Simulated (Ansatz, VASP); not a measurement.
## One calculation of Ga2O3, two programs

The input POSCAR:

```
Ga2O3
1.0
    2.5670275364      1.4820740391      4.6150633403
   -2.5670275364      1.4820740391      4.6150633403
    0.0000000000     -2.9641480783      4.6150633403
Ga O
4 6
Direct
    0.8554937976      0.8554937976      0.8554937976
    0.3554937976      0.3554937976      0.3554937976
    0.1445062024      0.1445062024      0.1445062024
    0.6445062024      0.6445062024      0.6445062024
    0.4464898635      0.0535101365      0.7500000000
    0.0535101365      0.7500000000      0.4464898635
    0.5535101365      0.9464898635      0.2500000000
    0.2500000000      0.5535101365      0.9464898635
    0.9464898635      0.2500000000      0.5535101365
    0.7500000000      0.4464898635      0.0535101365
```

File INCAR.step1:

```
SYSTEM = Ga2O3
  PREC = Accurate
  ENCUT = 520
  ISMEAR = 0
  SIGMA = 0.01
  LREAL = .FALSE.
  LASPH = .TRUE.
  NELM = 60
  NBANDS = 55
  GGA = PE
  ALGO = Normal
  EDIFF = 1E-4
  LWAVE = .TRUE.
  LCHARG = .FALSE.
```

INCAR.step2

```
SYSTEM = Ga2O3
  PREC = Accurate
  ENCUT = 520
  EDIFF = 1E-6
  ISMEAR = 0
  SIGMA = 0.01
  LREAL = .FALSE.
  LASPH = .TRUE.
  NELM = 60
  ALGO = Normal
  ISIF = 2
  LWAVE = .FALSE.
  LCHARG = .TRUE.
  METAGGA = R2SCAN
  LMIXTAU = .TRUE.
  LELF = .TRUE.
  LVHAR = .TRUE.
  NBANDS = 55
  ISTART = 1
```

KPOINTS

```
Automatic mesh
0
G
  6 6 6
  0 0 0
```

Input for Ansatz:

```yaml
crystal:
  lattice:
    - [2.5670275364, 1.4820740391, 4.6150633403]
    - [-2.5670275364, 1.4820740391, 4.6150633403]
    - [0.0, -2.9641480783, 4.6150633403]
  atoms:
    - { symbol: Ga, position: [0.8554937976, 0.8554937976, 0.8554937976] }
    - { symbol: Ga, position: [0.3554937976, 0.3554937976, 0.3554937976] }
    - { symbol: Ga, position: [0.1445062024, 0.1445062024, 0.1445062024] }
    - { symbol: Ga, position: [0.6445062024, 0.6445062024, 0.6445062024] }
    - { symbol: O, position: [0.4464898635, 0.0535101365, 0.75] }
    - { symbol: O, position: [0.0535101365, 0.75, 0.4464898635] }
    - { symbol: O, position: [0.5535101365, 0.9464898635, 0.25] }
    - { symbol: O, position: [0.25, 0.5535101365, 0.9464898635] }
    - { symbol: O, position: [0.9464898635, 0.25, 0.5535101365] }
    - { symbol: O, position: [0.75, 0.4464898635, 0.0535101365] }
kpoints:
  mp_grid: { grid: [6, 6, 6] }
  band_path:
    path:
      - [0.0, 0.0, 0.0]
      - [0.5, 0.5, 0.5]
      - [0.764580087, 0.235419913, 0.5]
      - [0.5, -0.235419913, 0.235419913]
      - [0.5, 0.0, 0.0]
      - [0.3677099565, -0.3677099565, 0.0]
      - [0.6322900435, 0.0, 0.3677099565]
      - [0.5, 0.0, 0.5]
      - [0.0, 0.161458, -0.166667]
    npoints: 1
hamiltonian:
  xc: r2scan
scf:
  occupations: { method: fixed }
  n_extra_bands: 6
output:
  forces: true
  stress: true
  eigenvalues: true
```

Change from the starting cell: hydrostatic strain +3.0%.

Alike in both runs: task single point; functional r2SCAN; k mesh 6 × 6 × 6; no spin polarisation.

|  | VASP | Ansatz |
| --- | --- | --- |
| version | VASP 6.6.1 | Ansatz 0.2.0 |
| potentials or method | VASP PAW PBE potentials, release 64 (Ga_d, O) | plane waves, PAW |
| plane-wave cutoff (eV) | 520 | 500 |
| occupations | gaussian, width 0.01 eV | fixed |
| valence electrons in the cell | 88 | 88 |

Ansatz gave:

- gap on the k mesh at the Fermi level (eV): 2.59
- pressure (GPa): -17.1
- traceless stress, the component that is largest in VASP (GPa): 1.38
- rms of the force components (eV/Å): 0.002

What did VASP give for the same quantities?

gap on the k mesh at the Fermi level (eV): 2.59; pressure (GPa): -15.9; traceless stress, the component that is largest in VASP (GPa): 1.09; rms of the force components (eV/Å): 0.014.

VASP's potentials were made for PBE, not for r2SCAN. Atom by atom the forces differ by 0.016 eV/Å (rms over components).
